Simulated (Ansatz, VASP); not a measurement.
One calculation of Hf, two programs

```xyz
2
Lattice="3.2045 0.0000 0.0000 -1.6023 2.7752 0.0000 0.0000 0.0000 5.0738" Properties=species:S:1:pos:R:3 pbc="T T T"
Hf    0.0000    1.8501    1.2685
Hf    1.6023    0.9251    3.8054
```

Alike in both runs: task single point; functional PBE; k mesh 7 × 7 × 4; occupations fermi-dirac, width 0.1 eV; no spin polarisation.

```csv
,VASP,Ansatz
version,VASP 6.6.1,Ansatz 0.2.0
potentials or method,"VASP PAW PBE potentials, release 64 (Hf_pv), cutoff 520 eV","plane waves (420 eV) with PAW, scalar-relativistic"
valence electrons in the cell,20,52
```

|  | VASP | Ansatz | Ansatz less VASP |
| --- | --- | --- | --- |
| pressure (GPa) | -0.4 | 0.0 | +0.43 |
| traceless stress, the component that is largest in VASP (GPa) | 0.36 | 0.43 | +0.077 |

VASP's potentials hold 20 valence electrons a cell and Ansatz's 52, so a difference there can come from the potentials and not from the codes.

Neither program's run includes spin-orbit coupling.
